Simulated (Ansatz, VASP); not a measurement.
# Two plane-wave programs on Ti3Al

File INCAR:

```
  ALGO = Fast
  EDIFF = 1E-6
  ENCUT = 520
  GGA = PS
  ISIF = 2
  ISMEAR = 0
  LASPH = True
  LCHARG = False
  LREAL = False
  LWAVE = False
  NBANDS = 28
  NELM = 60
  PREC = Accurate
  SIGMA = 0.15
```

Contents of KPOINTS:

```
k-points
0
Gamma
  15 15 6
```

File POSCAR:

```
Ti3Al
1.0
    2.8701969374      0.0000000000      0.0000000000
   -1.4350984687      2.4856634617      0.0000000000
    0.0000000000      0.0000000000      9.3000121166
Ti Al
3 1
Direct
    0.6666666667      0.3333333333      0.0000000000
    0.3333333333      0.6666666667      0.7566446634
    0.3333333333      0.6666666667      0.2433553366
    0.6666666667      0.3333333333      0.5000000000
```

Input for Ansatz:

```yaml
crystal:
  lattice:
    - [2.8701969374, 0.0, 0.0]
    - [-1.4350984687, 2.4856634617, 0.0]
    - [0.0, 0.0, 9.3000121166]
  atoms:
    - { symbol: Ti, position: [0.6666666667, 0.3333333333, 0.0] }
    - { symbol: Ti, position: [0.3333333333, 0.6666666667, 0.7566446634] }
    - { symbol: Ti, position: [0.3333333333, 0.6666666667, 0.2433553366] }
    - { symbol: Al, position: [0.6666666667, 0.3333333333, 0.5] }
basis:
  ecutwfc: 520.0
kpoints:
  mp_grid: { grid: [15, 15, 6] }
hamiltonian:
  xc: pbesol
  pseudopotentials: { kind: paw, azcp: { folder: soft_1 } }
scf:
  occupations: { method: gaussian, width: 0.15 }
output:
  forces: true
  stress: true
  eigenvalues: true
```

Alike in both runs: task single point; functional PBEsol; k mesh 15 × 15 × 6; occupations gaussian, width 0.15 eV; no spin polarisation.

|  | VASP | Ansatz |
| --- | --- | --- |
| version | VASP 6.6.1 | Ansatz 0.2.0 |
| potentials or method | VASP PAW PBE potentials, release 64 (Ti_sv, Al), cutoff 520 eV | scalar-relativistic, plane waves, PAW |
| valence electrons in the cell | 39 | 39 |

Ansatz gave:

- gap on the k mesh at the Fermi level (eV): none
- pressure (GPa): 0.2
- traceless stress, the component that is largest in VASP (GPa): -3.22
- rms of the force components (eV/Å): 0.183

Which values does VASP return?

gap on the k mesh at the Fermi level (eV): none; pressure (GPa): 0.0; traceless stress, the component that is largest in VASP (GPa): -3.16; rms of the force components (eV/Å): 0.177.

VASP's potentials were made for PBE, not for PBEsol, and Ansatz warns of the same on its side. Atom by atom the forces differ by 0.006 eV/Å (rms over components). A gap of «none» marks a metal or a gap that the smearing closes.
